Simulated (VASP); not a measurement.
Set up this calculation in VASP 6.6.1, as the native input.

| Item | Value |
| --- | --- |
| Task | relaxation of cell and atoms |
| Functional | LDA |
| Potentials or basis | VASP PAW LDA potentials, release 64 (Na_pv, F) |
| Cutoff | 600 eV |
| k mesh | 8 × 8 × 8 |
| Occupations | gaussian, width 0.02 eV |
| Spin | no spin polarisation |
| Dipole correction | no |
| Further INCAR settings | ALGO = Normal; EDIFF = 1e-07; IBRION = 2; EDIFFG = -0.002; NSW = 100; ISIF = 3 |

The structure of NaF (l.bB) lies in POSCAR:

```
NaF
1.0
    0.0000000000      2.3150000000      2.3150000000
    2.3150000000      0.0000000000      2.3150000000
    2.3150000000      2.3150000000      0.0000000000
Na F
1 1
Direct
    0.0000000000      0.0000000000      0.0000000000
    0.5000000000      0.5000000000      0.5000000000
```

One way to write it, as run:

INCAR

```
SYSTEM = NaF
ALGO = Normal
EDIFF = 1E-7
EDIFFG = -0.002
ENCUT = 600
GGA = CA
GGA_COMPAT = .False.
IBRION = 2
ISIF = 3
ISMEAR = 0
LASPH = .True.
LCHARG = .False.
LREAL = .False.
LWAVE = .False.
NELM = 120
NELMIN = 4
NSW = 100
PREC = Accurate
SIGMA = 0.02
```

KPOINTS

```
k-points
0
Gamma
  8 8 8
  0 0 0
```

Potentials or basis: VASP PAW LDA potentials, release 64 (Na_pv, F).

The run is started by

```sh
$ cat potpaw_LDA.64/Na_pv/POTCAR potpaw_LDA.64/F/POTCAR > POTCAR
$ mpirun -np 1 vasp_std > vasp.out
```

Results of the run:

```yaml
Relaxed_volume: 11.37 Å³/atom
Relaxed_cell: a = 3.180 Å, b = 3.180 Å, c = 3.180 Å, α = 60.00°, β = 60.00°, γ = 60.00°
Space_group_after_relaxing_to_0.05_Å: Fm-3m (No. 225)
Energy_gained_by_relaxing: 15.5 meV/atom
Ionic_steps: 4
Pressure_after_relaxing: 0.0 GPa
Band_gap_on_the_k_mesh: 6.46 eV, direct
```

It took 12 s on 1 thread of Intel(R) Xeon(R) 6975P-C (Granite Rapids) (shared host), peak memory 0.14 GiB.
